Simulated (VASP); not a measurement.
Write the native input for VASP 6.6.1 that does the following.

* Task: single point
* Functional: PBE
* Potentials or basis: VASP PAW PBE potentials, release 64 (B, W_sv)
* Cutoff: 520 eV
* k mesh: 6 × 6 × 4
* Occupations: gaussian, width 0.1 eV
* Spin: no spin polarisation
* Dipole correction: no
* Further INCAR settings: ALGO = Normal; EDIFF = 1e-06; NBANDS = 46

The structure of BW5 lies in POSCAR:

```
BW5
1.0
    4.5325667586     -0.0000000030      0.0000000000
   -2.2662833767      3.9253179588      0.0000000000
    0.0000000000      0.0000000000      5.1944972031
B W
1 5
Direct
    0.0000000000      0.0000000000      0.5000000000
    0.6666666667      0.3333333333      0.7529892466
    0.0000000000      0.0000000000      0.0000000000
    0.6666666667      0.3333333333      0.2470107534
    0.3333333333      0.6666666667      0.2470107534
    0.3333333333      0.6666666667      0.7529892466
```

The cell was built from a structure type or drawn by symmetry, and may not be a known phase.

One way to write it, as run:

INCAR

```
SYSTEM = BW5
PREC = Accurate ; ENCUT = 520
EDIFF = 1E-6 ; ISMEAR = 0
SIGMA = 0.1 ; LREAL = .FALSE.
LASPH = .TRUE. ; NELM = 100
ALGO = Normal ; ISIF = 2
LWAVE = .FALSE. ; LCHARG = .FALSE.
GGA = PE ; NBANDS = 46
```

KPOINTS

```
regular mesh
0
G
  6 6 4
  0 0 0
```

Potentials or basis: VASP PAW PBE potentials, release 64 (B, W_sv).

Launch:

```console
$ cat potpaw_PBE.64/B/POTCAR potpaw_PBE.64/W_sv/POTCAR > POTCAR
$ mpirun -np 1 vasp_std > vasp.out
```

Results of the run:

- Pressure: 0.6 GPa
- Largest force: 0.008 eV/Å
- Band gap on the k mesh: zero (an odd number of electrons rules out a gap without spin polarisation)

Caveat: spin-orbit coupling is left out, which moves the levels of the heavy elements.

Wall time 46 s on 1 thread of Intel(R) Xeon(R) 6975P-C (Granite Rapids), on a shared host, peak memory 0.24 GiB.
